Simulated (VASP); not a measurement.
# TiO2 (Pbcn) in VASP: single point with PBE+U

Aim: the single point of TiO2 with PBE+U.

All numbers are computed with VASP 6.6.1; they aren't measurements. Logs are shortened: lines on timing, memory, paths and dates and some standing lists are left out, and cuts for length are marked.

## Step 1: The cell of the first run

Symmetry: Pbcn, No. 60, orthorhombic system. Conventional cell: a = 4.545 Å, b = 5.520 Å, c = 4.909 Å, α = 90.00°, β = 90.00°, γ = 90.00°. Within 2.5 Å of Ti (site symmetry 2) lie 6 O at 1.88 to 2.09 Å. O (site symmetry 1) has 3 Ti at 1.88 to 2.09 Å and 12 O at 2.58 to 2.97 Å within 3.0 Å.

## Step 2: Single point, PBE+U

POSCAR

```
TiO2
1.0
    4.5453495500      0.0000000000      0.0000000000
    0.0000000000      5.5196194400      0.0000000000
    0.0000000000      0.0000000000      4.9091968600
Ti O
4 8
Direct
    0.0000000000      0.1729909300      0.7500000000
    0.5000000000      0.3270090700      0.2500000000
    0.0000000000      0.8270090700      0.2500000000
    0.5000000000      0.6729909300      0.7500000000
    0.2714506200      0.3817246400      0.9186490800
    0.7714506200      0.1182753600      0.0813509200
    0.2285493800      0.1182753600      0.4186490800
    0.7285493800      0.3817246400      0.5813509200
    0.2714506200      0.6182753600      0.4186490800
    0.7714506200      0.8817246400      0.5813509200
    0.2285493800      0.8817246400      0.9186490800
    0.7285493800      0.6182753600      0.0813509200
```

INCAR.step1

```
ALGO = Normal
EDIFF = 1E-6
ENCUT = 520
GGA = PE
ISIF = 2
ISMEAR = -1
KPAR = 4
LASPH = True
LCHARG = True
LDAU = True
LDAUJ = 0 0
LDAUL = 2 -1
LDAUPRINT = 1
LDAUTYPE = 2
LDAUU = 6 0
LMAXMIX = 4
LREAL = False
LWAVE = False
NBANDS = 60
NELM = 150
PREC = Accurate
SIGMA = 0.05
```

KPOINTS.step1

```
k-points
0
Gamma
  6 5 6
```

INCAR.step2

```
ALGO = Normal
EDIFF = 1E-6
ENCUT = 520
GGA = PE
ICHARG = 11
ISIF = 2
ISMEAR = -5
KPAR = 4
LASPH = True
LCHARG = False
LDAU = True
LDAUJ = 0 0
LDAUL = 2 -1
LDAUPRINT = 1
LDAUTYPE = 2
LDAUU = 6 0
LMAXMIX = 4
LORBIT = 11
LREAL = False
LWAVE = False
NEDOS = 1001
NELM = 150
PREC = Accurate
SIGMA = 0.05
```

KPOINTS.step2

```
k-points
0
Gamma
  9 8 9
```

Potentials or basis: VASP PAW PBE potentials, release 64 (Ti_sv, O).

The run is started by

```console
cat potpaw_PBE.64/Ti_sv/POTCAR potpaw_PBE.64/O/POTCAR > POTCAR
cp INCAR.step1 INCAR
cp KPOINTS.step1 KPOINTS
mpirun -np 4 vasp_std > vasp.out
cp INCAR.step2 INCAR
cp KPOINTS.step2 KPOINTS
mpirun -np 4 vasp_std > vasp.out
```

OUTCAR:

```text
EDIFF = 1E-6
   ENCUT = 520
   GGA = PE
   ICHARG = 11
   ISIF = 2
   ISMEAR = -5
   LASPH = True
   LORBIT = 11
   LREAL = False
   NELM = 150
   PREC = Accurate

 ion  position               nearest neighbor table
   1  0.000  0.173  0.750-   5 1.88   8 1.88   7 1.95   6 1.95  10 2.09  11 2.09
   2  0.500  0.327  0.250-   6 1.88   7 1.88   5 1.95   8 1.95   9 2.09  12 2.09
   3  0.000  0.827  0.250-   9 1.88  12 1.88  11 1.95  10 1.95   6 2.09   7 2.09
   4  0.500  0.673  0.750-  10 1.88  11 1.88   9 1.95  12 1.95   5 2.09   8 2.09
   5  0.271  0.382  0.919-   1 1.88   2 1.95   4 2.09
   6  0.771  0.118  0.081-   2 1.88   1 1.95   3 2.09
   7  0.229  0.118  0.419-   2 1.88   1 1.95   3 2.09
   8  0.729  0.382  0.581-   1 1.88   2 1.95   4 2.09
   9  0.271  0.618  0.419-   3 1.88   4 1.95   2 2.09
  10  0.771  0.882  0.581-   4 1.88   3 1.95   1 2.09
  11  0.229  0.882  0.919-   4 1.88   3 1.95   1 2.09
  12  0.729  0.618  0.081-   3 1.88   4 1.95   2 2.09

  LATTYP: Found a simple orthorhombic cell.
 ALAT       =     4.5453495500
 B/A-ratio  =     1.0800482572
 C/A-ratio  =     1.2143443269

  Lattice vectors:

 A1 = (  -4.5453495500,   0.0000000000,   0.0000000000)
 A2 = (   0.0000000000,   0.0000000000,   4.9091968600)
 A3 = (   0.0000000000,   5.5196194400,   0.0000000000)

Analysis of symmetry for initial positions (statically):
=====================================================================
 Subroutine PRICEL returns:
 Original cell was already a primitive cell.

 Routine SETGRP: Setting up the symmetry group for a
 simple orthorhombic supercell.

 Subroutine GETGRP returns: Found  8 space group operations
 (whereof  2 operations were pure point group operations)
 out of a pool of  8 trial point group operations.

The static configuration has the point symmetry S_2 .
 The point group associated with its full space group is D_2h.

Analysis of symmetry for dynamics (positions and initial velocities):
=====================================================================
 Subroutine PRICEL returns:
 Original cell was already a primitive cell.

 Routine SETGRP: Setting up the symmetry group for a
 simple orthorhombic supercell.

 Subroutine GETGRP returns: Found  8 space group operations
 (whereof  2 operations were pure point group operations)
 out of a pool of  8 trial point group operations.

The dynamic configuration has the point symmetry S_2 .
 The point group associated with its full space group is D_2h.

 Subroutine INISYM returns: Found  8 space group operations
 (whereof  2 operations are pure point group operations),
 and found     1 'primitive' translations

----------------------------------------------------------------------------------------

                                     Primitive cell

  volume of cell :     123.1649

  direct lattice vectors                    reciprocal lattice vectors
     4.545349550  0.000000000  0.000000000     0.220005082  0.000000000  0.000000000
     0.000000000  5.519619440  0.000000000     0.000000000  0.181171911  0.000000000
     0.000000000  0.000000000  4.909196860     0.000000000  0.000000000  0.203699307

  length of vectors
     4.545349550  5.519619440  4.909196860     0.220005082  0.181171911  0.203699307

  position of ions in fractional coordinates (direct lattice)
     0.000000000  0.172990930  0.750000000
     0.500000000  0.327009070  0.250000000
     0.000000000  0.827009070  0.250000000
     0.500000000  0.672990930  0.750000000
     0.271450620  0.381724640  0.918649080
[... 99 lines left out ...]
   NSW    =      0    number of steps for IOM
   IBRION =     -1    ionic relax: 0-MD 1-quasi-New 2-CG
   NFREE  =      0    steps in history (QN), initial steepest desc. (CG)
   ISIF   =      2    stress and relaxation
   ISYM   =      2    0-nonsym 1-usesym 2-fastsym
   POTIM  = 0.5000    time-step for ionic-motion
   TEBEG  =    0.0;   TEEND  =   0.0 temperature during run
   PSTRESS=    0.0 pullay stress
   NELECT =      96.0000    total number of electrons
   NUPDOWN=      -1.0000    fix difference up-down
   EMIN   =  10.00;   EMAX   =-10.00  energy-range for DOS
   EFERMI =   0.00;   METHOD = LEGACY
   ISMEAR =    -5;   SIGMA  =   0.05  broadening in eV -4-tet -1-fermi 0-gaus
   EFERMI_NEDOS =   21; number of points for ismear=-14 and -15
   IALGO  =     38    algorithm
   IMIX   =      4    mixing-type and parameters
     AMIX     =   0.40;   BMIX     =  1.00
     AMIX_MAG =   1.60;   BMIX_MAG =  1.00
  volume/ion in A,a.u.               =      10.26        69.26
  Fermi-wavevector in a.u.,A,eV,Ry     =   1.506617  2.847094 30.883806  2.269896
  Thomas-Fermi vector in A             =   2.617311
   LORBIT       =     11    0 simple, 1 ext, 2 COOP (PROOUT), +10 PAW based schemes
 LDA+U is selected, type is set to LDAUTYPE =  2
   angular momentum for each species LDAUL =     2   -1
   U (eV)           for each species LDAUU =   6.0  0.0
   J (eV)           for each species LDAUJ =   0.0  0.0
   GGA     = PE    functional components
   LHFCALC =     F    Hartree Fock is set to
   AEXX    =    0.0000 exact exchange contribution
   IVDW    =     0    specifies the selected vdW correction
   LEPSILON=     F    determine dielectric tensor
   LRPA    =     F    only Hartree local field effects (RPA)
 non-spin polarized calculation
 Fermi weights with tetrahedron method with Bloechl corrections
  energy-cutoff  :      520.00
  volume of cell :      123.16
 maximum number of plane-waves:      3342
 NGX is ok and might be reduce to    36

atom =   1  type =  1  l = 2

 onsite density matrix

spin component  1
[... 116 lines left out ...]
  o =  0.0836  v =  0.5658  0.8245  0.0000 -0.0000 -0.0000  0.0000  0.0000  0.0000  0.0000  0.0000      0.0000  0.0000  0.0000  0.0000  0.0000  0.0000  0.0000  0.0000  0.0000  0.0000
  o =  0.0836  v =  0.0000  0.0000  0.0000  0.0000  0.0000  0.5658  0.8245  0.0000 -0.0000 -0.0000      0.0000  0.0000  0.0000  0.0000  0.0000  0.0000  0.0000  0.0000  0.0000  0.0000
  o =  0.0877  v =  0.0000  0.0000 -0.8214  0.5494 -0.1535  0.0000  0.0000  0.0000  0.0000  0.0000      0.0000  0.0000  0.0000  0.0000  0.0000  0.0000  0.0000  0.0000  0.0000  0.0000
  o =  0.0877  v =  0.0000  0.0000  0.0000  0.0000  0.0000  0.0000  0.0000 -0.8214  0.5494 -0.1535      0.0000  0.0000  0.0000  0.0000  0.0000  0.0000  0.0000  0.0000  0.0000  0.0000
  o =  0.1045  v =  0.0000  0.0000 -0.2286 -0.0704  0.9710  0.0000  0.0000  0.0000  0.0000  0.0000      0.0000  0.0000  0.0000  0.0000  0.0000  0.0000  0.0000  0.0000  0.0000  0.0000
  o =  0.1045  v =  0.0000  0.0000  0.0000  0.0000  0.0000  0.0000  0.0000 -0.2286 -0.0704  0.9710      0.0000  0.0000  0.0000  0.0000  0.0000  0.0000  0.0000  0.0000  0.0000  0.0000
  o =  0.2431  v = -0.8245  0.5658  0.0000 -0.0000 -0.0000  0.0000  0.0000  0.0000  0.0000  0.0000      0.0000  0.0000  0.0000  0.0000  0.0000  0.0000  0.0000  0.0000  0.0000  0.0000
  o =  0.2431  v =  0.0000  0.0000  0.0000  0.0000  0.0000 -0.8245  0.5658  0.0000 -0.0000 -0.0000      0.0000  0.0000  0.0000  0.0000  0.0000  0.0000  0.0000  0.0000  0.0000  0.0000
  o =  0.2546  v =  0.0000  0.0000  0.5226  0.8326  0.1834  0.0000  0.0000  0.0000  0.0000  0.0000      0.0000  0.0000  0.0000  0.0000  0.0000  0.0000  0.0000  0.0000  0.0000  0.0000
  o =  0.2546  v =  0.0000  0.0000  0.0000  0.0000  0.0000  0.0000  0.0000  0.5226  0.8326  0.1834      0.0000  0.0000  0.0000  0.0000  0.0000  0.0000  0.0000  0.0000  0.0000  0.0000

 number of electron      96.0000013 magnetization

 Free energy of the ion-electron system (eV)
  ---------------------------------------------------
  ext. energy  EPLUGINS =         0.00000000
  ---------------------------------------------------
  free energy    TOTEN  =       -91.40897191 eV

  energy without entropy =      -91.40897191  energy(sigma->0) =      -91.40897191

 E-fermi :   5.0835     XC(G=0): -11.5419

 val. band max:        5.0626522134   @ k =   0.0000   0.0000   0.0000
 cond. band min:       8.4229929425   @ k =   0.0000   0.0000   0.4444
 fundamental gap:      3.3603407292
 Fermi energy:         5.0835100573

 k-point     1 :       0.0000    0.0000    0.0000
  band No.  band energies     occupation
      1     -52.9178      2.00000
      2     -52.8979      2.00000
      3     -52.8903      2.00000
      4     -52.8852      2.00000
      5     -29.2511      2.00000
      6     -29.1947      2.00000
[... 1429 lines left out ...]
     56       9.4434      0.00000
     57       9.8100      0.00000

 [... further k-points ...]

------------------------ aborting loop because EDIFF is reached ----------------------------------------

  FORCE on cell =-STRESS in cart. coord.  units (eV):
  Direction    XX          YY          ZZ          XY          YZ          ZX
  --------------------------------------------------------------------------------------
  -------------------------------------------------------------------------------------
  Total       13.4306691     11.0696652     13.9488561      0.0000000      0.0000000     -0.0000000
  in kB      174.7114466    143.9985766    181.4522283      0.0000000      0.0000000     -0.0000000
  external PRESSURE =     166.7207505 kB  Pullay stress =       0.0000000 kB

 VOLUME and BASIS-vectors are now :
 -----------------------------------------------------------------------------
  energy-cutoff  :      520.00
  volume of cell :      123.16
      direct lattice vectors                 reciprocal lattice vectors
     4.545349550  0.000000000  0.000000000     0.220005082  0.000000000  0.000000000
     0.000000000  5.519619440  0.000000000     0.000000000  0.181171911  0.000000000
     0.000000000  0.000000000  4.909196860     0.000000000  0.000000000  0.203699307

 POSITION                                       TOTAL-FORCE (eV/Angst)
 -----------------------------------------------------------------------------------
      0.00000      0.95484      3.68190         0.000000     -0.831143     -0.000000
      2.27267      1.80497      1.22730         0.000000      0.831143     -0.000000
      0.00000      4.56478      1.22730        -0.000000      0.831143     -0.000000
      2.27267      3.71465      3.68190         0.000000     -0.831143     -0.000000
      1.23384      2.10697      4.50983         0.182502      0.571142      0.037329
      3.50651      0.65283      0.39937         0.182502     -0.571142     -0.037329
      1.03884      0.65283      2.05523        -0.182502     -0.571142      0.037329
      3.31151      2.10697      2.85397        -0.182502      0.571142     -0.037329
      1.23384      3.41264      2.05523         0.182502     -0.571142      0.037329
      3.50651      4.86678      2.85397         0.182502      0.571142     -0.037329
      1.03884      4.86678      4.50983        -0.182502      0.571142      0.037329
      3.31151      3.41264      0.39937        -0.182502     -0.571142     -0.037329
 -----------------------------------------------------------------------------------
    total drift:                               -0.000000      0.000000      0.000000

  FREE ENERGIE OF THE ION-ELECTRON SYSTEM (eV)
  ---------------------------------------------------
  free  energy   TOTEN  =       -91.4089719079 eV

  energy  without entropy=      -91.4089719079  energy(sigma->0) =      -91.40897191

 total charge

# of ion       s       p       d       tot
------------------------------------------
    1        2.240   6.316   1.521  10.077
    2        2.240   6.316   1.521  10.077
    3        2.240   6.316   1.521  10.077
    4        2.240   6.316   1.521  10.077
    5        1.570   3.546   0.000   5.117
    6        1.570   3.546   0.000   5.117
    7        1.570   3.546   0.000   5.117
    8        1.570   3.546   0.000   5.117
    9        1.570   3.546   0.000   5.117
   10        1.570   3.546   0.000   5.117
   11        1.570   3.546   0.000   5.117
   12        1.570   3.546   0.000   5.117
--------------------------------------------------
tot         21.524  53.635   6.083  81.241
```

It took 8.1 min on 4 MPI ranks of Oxide Virtual Turin-like, shared host; peak memory 0.64 GiB.

What came out:

```
Valence electrons inside the program's atomic spheres : Ti 10.08; O 5.12
```

Eigenvalues of the final occupation matrices:
```csv
site,spin,trace,eigenvalues
site 1 d,1,0.77,0.08 0.09 0.10 0.24 0.25
site 1 d,2,0.77,0.08 0.09 0.10 0.24 0.25
site 2 d,1,0.77,0.08 0.09 0.10 0.24 0.25
site 2 d,2,0.77,0.08 0.09 0.10 0.24 0.25
site 3 d,1,0.77,0.08 0.09 0.10 0.24 0.25
site 3 d,2,0.77,0.08 0.09 0.10 0.24 0.25
site 4 d,1,0.77,0.08 0.09 0.10 0.24 0.25
site 4 d,2,0.77,0.08 0.09 0.10 0.24 0.25
```
